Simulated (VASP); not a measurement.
# Sc4Si (P1) in VASP: single point with PBE

Aim: the single point of Sc4Si with PBE.

All numbers are computed with VASP 6.6.1; they aren't measurements. Logs are shortened: lines on timing, memory, paths and dates and some standing lists are left out, and cuts for length are marked.

### Step 1. The cell of the first run

The typed cell holds 10 atoms: a = 5.664 Å, b = 5.700 Å, c = 8.055 Å, α = 75.04°, β = 74.84°, γ = 61.98°.

### Step 2. Single point, PBE

Input file INCAR:

```
SYSTEM = Sc4Si
PREC = Accurate
ENCUT = 520
EDIFF = 1E-6
ISMEAR = 0
SIGMA = 0.1
LREAL = .FALSE.
LASPH = .TRUE.
NELM = 80
ALGO = Fast
ISIF = 2
LWAVE = .FALSE.
LCHARG = .TRUE.
GGA = PE
LELF = .TRUE.
LVHAR = .TRUE.
NBANDS = 59
```

Input file KPOINTS:

```
regular mesh
0
G
  4 4 2
  0 0 0
```

Input file POSCAR:

```
Sc4Si
1.0
    5.6560936477      0.2551218166     -0.1504209219
    2.4517386322      5.1450175673      0.0792755964
    2.2631822482      1.1072591826      7.6513033082
Sc Si
8 2
Direct
    0.2377312473      0.6230364967      0.7013915000
    0.5013791374      0.3927666661      0.3209374800
    0.8479983672      0.2558233935      0.8991450518
   -0.0051193496      0.8836512945      0.3319557418
   -0.0490984206      0.3447174704      0.5010197259
    0.8045550529      0.7160036457      0.0675675234
    0.5641866941      0.9754992761      0.6984808409
    0.2987080878      0.2079175356      0.0795788318
    0.3235961778      0.7243177527      0.9998452460
    0.4760630056      0.8762664684      0.4000780585
```

Potentials or basis: VASP PAW PBE potentials, release 64 (Sc_sv, Si).

The run is started by

```sh
> cat potpaw_PBE.64/Sc_sv/POTCAR potpaw_PBE.64/Si/POTCAR > POTCAR
> mpirun -np 1 vasp_std > vasp.out
```

OUTCAR:

```text
SYSTEM = Sc4Si
   PREC = Accurate
   ENCUT = 520
   EDIFF = 1E-6
   ISMEAR = 0
   LREAL = .FALSE.
   LASPH = .TRUE.
   NELM = 80
   ISIF = 2
   GGA = PE

 ion  position               nearest neighbor table
   1  0.238  0.623  0.701-   9 2.82  10 2.85   7 3.26   6 3.29   4 3.30   7 3.30   8 3.33   2 3.34
                             7 3.38
   2  0.501  0.393  0.321-   9 2.89  10 2.91  10 2.92   4 2.92   4 2.94   8 3.09   6 3.12   5 3.12
                             5 3.18   7 3.33   1 3.34
   3  0.848  0.256  0.899-   9 3.00   9 3.05   5 3.06   6 3.12   8 3.13   6 3.14   8 3.18
   4  0.995  0.884  0.332-  10 2.86  10 2.90   9 2.92   2 2.92   2 2.94   8 3.12   5 3.12   6 3.14
                             5 3.14   7 3.28   1 3.30
   5  0.951  0.345  0.501-  10 3.01  10 3.05   3 3.06   2 3.12   4 3.12   4 3.14   2 3.18
   6  0.805  0.716  0.068-   9 2.87   9 2.89   8 2.92  10 2.92   8 2.93   2 3.12   3 3.12   4 3.14
                             3 3.14   1 3.29   7 3.29
   7  0.564  0.975  0.698-  10 2.82   9 2.85   1 3.26   4 3.28   6 3.29   1 3.30   2 3.33   8 3.35
                             1 3.38
   8  0.299  0.208  0.080-  10 2.88   9 2.91   6 2.92   9 2.92   6 2.93   2 3.09   4 3.12   3 3.13
                             3 3.18   1 3.33   7 3.35
   9  0.324  0.724  1.000-   1 2.82   7 2.85   6 2.87   2 2.89   6 2.89   8 2.91   4 2.92   8 2.92
                             3 3.00   3 3.05
  10  0.476  0.876  0.400-   7 2.82   1 2.85   4 2.86   8 2.88   4 2.90   2 2.91   2 2.92   6 2.92
                             5 3.01   5 3.05

  Warning from LATTYP: Got some problem with cell dimensions!
  Tried to take original basis but could not verify dimensions!
  LATTYP: Found a triclinic cell.
 ALAT       =     5.6638422424
 B/A-ratio  =     1.0330070572
 C/A-ratio  =     1.4222609142
 COS(alpha) =     0.0017012161
 COS(beta)  =     0.2615315396
 COS(gamma) =     0.5103262634

  Lattice vectors:

 A1 = (  -5.6560936477,  -0.2551218166,   0.1504209219)
 A2 = (  -3.2043550155,   4.8898957507,   0.2296965183)
 A3 = (  -2.2631822482,  -1.1072591826,  -7.6513033082)

Analysis of symmetry for initial positions (statically):
=====================================================================
 Subroutine PRICEL returns:
 Original cell was already a primitive cell.

 Routine SETGRP: Setting up the symmetry group for a
 triclinic supercell.

 Subroutine GETGRP returns: Found  1 space group operations
 (whereof  1 operations were pure point group operations)
 out of a pool of  2 trial point group operations.

The static configuration has the point symmetry C_1 .

Analysis of symmetry for dynamics (positions and initial velocities):
=====================================================================
 Subroutine PRICEL returns:
 Original cell was already a primitive cell.

 Routine SETGRP: Setting up the symmetry group for a
 triclinic supercell.

 Subroutine GETGRP returns: Found  1 space group operations
 (whereof  1 operations were pure point group operations)
 out of a pool of  2 trial point group operations.

The dynamic configuration has the point symmetry C_1 .

 Subroutine INISYM returns: Found  1 space group operations
 (whereof  1 operations are pure point group operations),
 and found     1 'primitive' translations

----------------------------------------------------------------------------------------

                                     Primitive cell

  volume of cell :     218.7649

  direct lattice vectors                    reciprocal lattice vectors
     5.656093648  0.255121817 -0.150420922     0.179545749 -0.084929434 -0.040817341
     2.451738632  5.145017567  0.079275596    -0.009684228  0.199378027 -0.025988511
     2.263182248  1.107259183  7.651303308     0.003630121 -0.003735439  0.130163507

  length of vectors
     5.663842242  5.699869534  8.055461446     0.202770165  0.201297751  0.130267685

  position of ions in fractional coordinates (direct lattice)
     0.237731247  0.623036497  0.701391500
     0.501379137  0.392766666  0.320937480
     0.847998367  0.255823394  0.899145052
     0.994880650  0.883651294  0.331955742
     0.950901579  0.344717470  0.501019726
     0.804555053  0.716003646  0.067567523
     0.564186694  0.975499276  0.698480841
     0.298708088  0.207917536  0.079578832
     0.323596178  0.724317753  0.999845246
     0.476063006  0.876266468  0.400078059

  ion indices of the primitive-cell ions
   primitive index   ion index
                 1           1
                 2           2
                 3           3
                 4           4
                 5           5
                 6           6
                 7           7
                 8           8
                 9           9
                10          10

----------------------------------------------------------------------------------------

 KPOINTS: regular mesh

Automatic generation of k-mesh.
 Grid dimensions read from file:
 generate k-points for:    4    4    2

 Generating k-lattice:

  Cartesian coordinates                     Fractional coordinates (reciprocal lattice)
     0.044886437 -0.021232358 -0.010204335     0.250000000  0.000000000 -0.000000000
    -0.002421057  0.049844507 -0.006497128     0.000000000  0.250000000  0.000000000
     0.001815061 -0.001867719  0.065081754     0.000000000  0.000000000  0.500000000

  Length of vectors
     0.050692541  0.050324438  0.065133843

  Shift w.r.t. Gamma in fractional coordinates (k-lattice)
     0.000000000  0.000000000  0.000000000

 Subroutine IBZKPT returns following result:
 ===========================================

 Found     20 irreducible k-points:

 Following reciprocal coordinates:
            Coordinates               Weight
  0.000000  0.000000  0.000000      1.000000
  0.250000  0.000000  0.000000      2.000000
  0.500000  0.000000  0.000000      1.000000
 -0.000000  0.250000  0.000000      2.000000
  0.250000  0.250000  0.000000      2.000000
  0.500000  0.250000  0.000000      2.000000
[... 12 lines left out ...]
  0.250000  0.500000  0.500000      2.000000
  0.500000  0.500000  0.500000      1.000000
   k-points           NKPTS =     20   k-points in BZ     NKDIM =     20   number of bands    NBANDS=     59
   number of dos      NEDOS =    301   number of ions     NIONS =     10
   total plane-waves  NPLWV = 105840
   dimension x,y,z NGX =    42 NGY =   42 NGZ =   60
   dimension x,y,z NGXF=    84 NGYF=   84 NGZF=  120
   ions per type =               8   2
   NGX,Y,Z   is equivalent  to a cutoff of  12.33, 12.25, 12.38 a.u.
   NGXF,Y,Z  is equivalent  to a cutoff of  24.66, 24.50, 24.77 a.u.
 SYSTEM =  Sc4Si
   PREC   = accura    normal or accurate (medium, high low for compatibility)
   ISTART =      0    job   : 0-new  1-cont  2-samecut
   ICHARG =      2    charge: 1-file 2-atom 10-const
   ISPIN  =      1    spin polarized calculation?
   LNONCOLLINEAR =      F non collinear calculations
   LSORBIT =      F    spin-orbit coupling
   LASPH  =      T    aspherical Exc in radial PAW
   ENCUT  =  520.0 eV  38.22 Ry    6.18 a.u.  10.53 10.60 14.98*2*pi/ulx,y,z
   NELM   =     80;   NELMIN=  2; NELMDL= -5     # of ELM steps
   EDIFF  = 0.1E-05   stopping-criterion for ELM
   LREAL  =      F    real-space projection
   EDIFFG = 0.1E-04   stopping-criterion for IOM
   NSW    =      0    number of steps for IOM
   IBRION =     -1    ionic relax: 0-MD 1-quasi-New 2-CG
   NFREE  =      0    steps in history (QN), initial steepest desc. (CG)
   ISIF   =      2    stress and relaxation
   ISYM   =      2    0-nonsym 1-usesym 2-fastsym
   POTIM  = 0.5000    time-step for ionic-motion
   TEBEG  =    0.0;   TEEND  =   0.0 temperature during run
   PSTRESS=    0.0 pullay stress
   NELECT =      96.0000    total number of electrons
   NUPDOWN=      -1.0000    fix difference up-down
   EMIN   =  10.00;   EMAX   =-10.00  energy-range for DOS
   EFERMI =   0.00;   METHOD = LEGACY
   ISMEAR =     0;   SIGMA  =   0.10  broadening in eV -4-tet -1-fermi 0-gaus
   EFERMI_NEDOS =   21; number of points for ismear=-14 and -15
   IALGO  =     68    algorithm
   IMIX   =      4    mixing-type and parameters
     AMIX     =   0.40;   BMIX     =  1.00
     AMIX_MAG =   1.60;   BMIX_MAG =  1.00
  volume/ion in A,a.u.               =      21.88       147.63
  Fermi-wavevector in a.u.,A,eV,Ry     =   1.244054  2.350922 21.057345  1.547671
  Thomas-Fermi vector in A             =   2.378338
   LORBIT       =      0    0 simple, 1 ext, 2 COOP (PROOUT), +10 PAW based schemes
   GGA     = PE    functional components
   LHFCALC =     F    Hartree Fock is set to
   AEXX    =    0.0000 exact exchange contribution
   IVDW    =     0    specifies the selected vdW correction
   LEPSILON=     F    determine dielectric tensor
   LRPA    =     F    only Hartree local field effects (RPA)
 non-spin polarized calculation
 RMM-DIIS sequential band-by-band and
 Gauss-broadening in eV      SIGMA  =   0.10
  energy-cutoff  :      520.00
  volume of cell :      218.76
 maximum number of plane-waves:      5912
   NGX = 21   NGY = 21   NGZ = 29

 number of electron      96.0000002 magnetization

 Free energy of the ion-electron system (eV)
  ---------------------------------------------------
  ext. energy  EPLUGINS =         0.00000000
  ---------------------------------------------------
  free energy    TOTEN  =       -64.24563678 eV

  energy without entropy =      -64.18803205  energy(sigma->0) =      -64.21683441

 E-fermi :   4.5701     XC(G=0): -10.1742

 val. band max:        4.5670819397   @ k =   0.2500   0.2500   0.0000
 cond. band min:       4.5740256540   @ k =   0.2500   0.5000   0.5000
 fundamental gap:      0.0069437143
 Fermi energy:         4.5700691617

 k-point     1 :       0.0000    0.0000    0.0000
  band No.  band energies     occupation
      1     -44.9327      2.00000
      2     -44.9143      2.00000
      3     -44.9036      2.00000
      4     -44.8954      2.00000
      5     -44.7571      2.00000
      6     -44.7228      2.00000
[... 1229 lines left out ...]
     58       6.4013      0.00000
     59       6.4952      0.00000

------------------------ aborting loop because EDIFF is reached ----------------------------------------

  FORCE on cell =-STRESS in cart. coord.  units (eV):
  Direction    XX          YY          ZZ          XY          YZ          ZX
  --------------------------------------------------------------------------------------
  -------------------------------------------------------------------------------------
  Total        0.1774402      0.1154071      0.0835159     -0.0152140      0.0108816     -0.0174800
  in kB        1.2995259      0.8452117      0.6116488     -0.1114237      0.0796941     -0.1280186
  external PRESSURE =       0.9187955 kB  Pullay stress =       0.0000000 kB

 VOLUME and BASIS-vectors are now :
 -----------------------------------------------------------------------------
  energy-cutoff  :      520.00
  volume of cell :      218.76
      direct lattice vectors                 reciprocal lattice vectors
     5.656093648  0.255121817 -0.150420922     0.179545749 -0.084929434 -0.040817341
     2.451738632  5.145017567  0.079275596    -0.009684228  0.199378027 -0.025988511
     2.263182248  1.107259183  7.651303308     0.003630121 -0.003735439  0.130163507

 POSITION                                       TOTAL-FORCE (eV/Angst)
 -----------------------------------------------------------------------------------
      4.45953      4.04281      5.38019        -0.000903      0.010323     -0.005867
      4.52515      2.50407      2.41131        -0.002711     -0.008439      0.005275
      7.45850      2.52815      6.77236         0.009482     -0.012444     -0.002796
      8.54490      5.16778      2.46030         0.012832      0.017384     -0.001195
      7.35744      2.57093      3.71775         0.014256     -0.003743     -0.001818
      6.45901      3.96393      0.45272         0.007920      0.002116     -0.003225
      7.16355      5.93630      5.33676        -0.014721      0.005125      0.012253
      2.37938      1.23406      0.58043        -0.019212     -0.006042     -0.006523
      5.86896      4.91627      7.65886         0.006410     -0.000594     -0.002378
      5.74648      5.07285      3.05898        -0.013353     -0.003687      0.006272
 -----------------------------------------------------------------------------------
    total drift:                               -0.000177     -0.000337      0.000006

  FREE ENERGIE OF THE ION-ELECTRON SYSTEM (eV)
  ---------------------------------------------------
  free  energy   TOTEN  =       -64.2456367756 eV

  energy  without entropy=      -64.1880320513  energy(sigma->0) =      -64.21683441
```

Run time: 4.6 min. Hardware: 1 thread of Intel Xeon 6975P-C (Granite Rapids), shared host; peak memory 0.41 GiB.

Results:

| Item | Value |
| --- | --- |
| Free energy | -64.2456 eV |
| Pressure | 0.1 GPa |
| Largest force | 0.022 eV/Å |
| Band gap on the k mesh | zero (bands 48 and 49 overlap by 0.26 eV) |

Forces in eV/Å, atoms in the order of the input:
```
Sc  -0.001  0.010 -0.006
Sc  -0.003 -0.008  0.005
Sc   0.009 -0.012 -0.003
Sc   0.013  0.017 -0.001
Sc   0.014 -0.004 -0.002
Sc   0.008  0.002 -0.003
Sc  -0.015  0.005  0.012
Sc  -0.019 -0.006 -0.007
Si   0.006 -0.001 -0.002
Si  -0.013 -0.004  0.006
```

Caveat: the k points lie up to 0.41 Å⁻¹ apart.
